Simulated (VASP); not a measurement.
**SrO: single point with PBE**

The system is SrO.

```
CELL_PARAMETERS angstrom
0.00000 2.70915 2.57989
2.57989 0.00000 2.57989
2.57989 2.70915 0.00000
ATOMIC_POSITIONS crystal
Sr 0.50000 0.50000 0.50000
O 0.00000 0.00000 0.00000
```

This cell differs from its parent crystal: uniaxial y strain +5.0%.

- Program: VASP 6.6.1
- Task: single point
- Functional: PBE
- Potentials or basis: VASP PAW PBE potentials, release 64 (Sr_sv, O)
- Cutoff: 520 eV
- k mesh: 8 × 8 × 8
- Occupations: fermi-dirac, width 0.02 eV
- Spin: no spin polarisation
- Dipole correction: no
- Further INCAR settings: ALGO = Normal; EDIFF = 1e-07; NBANDS = 15

```
Pressure               : -1.4 GPa
Band gap on the k mesh : 3.20 eV, indirect (least direct gap 3.32 eV)
```

Stress tensor (GPa, compression positive):
```
 0.11  0.00  0.00
 0.00 -4.42  0.00
 0.00  0.00  0.11
```

Levels at points of the mesh, in eV from the valence-band top:
| k point | band 4 | band 5 | band 6 | band 7 | band 8 | band 9 | band 10 | band 11 | band 12 | band 13 |
| --- | --- | --- | --- | --- | --- | --- | --- | --- | --- | --- |
| (0.00, 0.00, 0.00) | -14.32 | -14.32 | -0.13 | 0.00 | 0.00 | 3.48 | 5.81 | 6.16 | 6.16 | 7.84 |
| (0.50, 0.00, 0.00) | -14.35 | -13.13 | -2.11 | -1.09 | -1.08 | 6.24 | 7.92 | 8.44 | 8.52 | 11.05 |
| (0.50, 0.50, 0.00) | -14.69 | -14.65 | -0.48 | -0.27 | -0.11 | 3.20 | 7.30 | 9.76 | 9.87 | 10.27 |
| (0.50, 0.00, 0.50) | -14.58 | -14.58 | -0.73 | -0.11 | -0.11 | 3.36 | 7.33 | 9.65 | 9.79 | 10.55 |

It took 62 s on 1 thread of Intel Xeon 8259CL (shared host), peak memory 0.18 GiB.

Caveat: the cell differs from its parent crystal (uniaxial y strain +5.0%). A k mesh can miss the band edges.
